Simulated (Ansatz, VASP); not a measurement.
# One calculation of CaS, two programs

```
CELL_PARAMETERS angstrom
0.00000 2.84300 2.84300
2.84300 0.00000 2.84300
2.84300 2.84300 0.00000
ATOMIC_POSITIONS crystal
Ca 0.00000 0.00000 0.00000
S 0.50000 0.50000 0.50000
```

Alike in both runs: task single point; functional PBE; k mesh 7 × 7 × 7; occupations fermi-dirac, width 0.01 eV; no spin polarisation.

|  | VASP | Ansatz |
| --- | --- | --- |
| version | VASP 6.6.1 | Ansatz 0.2.0 |
| potentials or method | VASP PAW PBE potentials, release 64 (Ca_sv, S), cutoff 500 eV | all-electron LAPW, scalar-relativistic |

```tsv
	VASP	Ansatz	Ansatz less VASP
gap on the k mesh at the Fermi level (eV)	2.41	2.42	+0.006
pressure (GPa)	1.0	0.8	-0.16
```

Ansatz ran all-electron here, and VASP with PAW potentials.
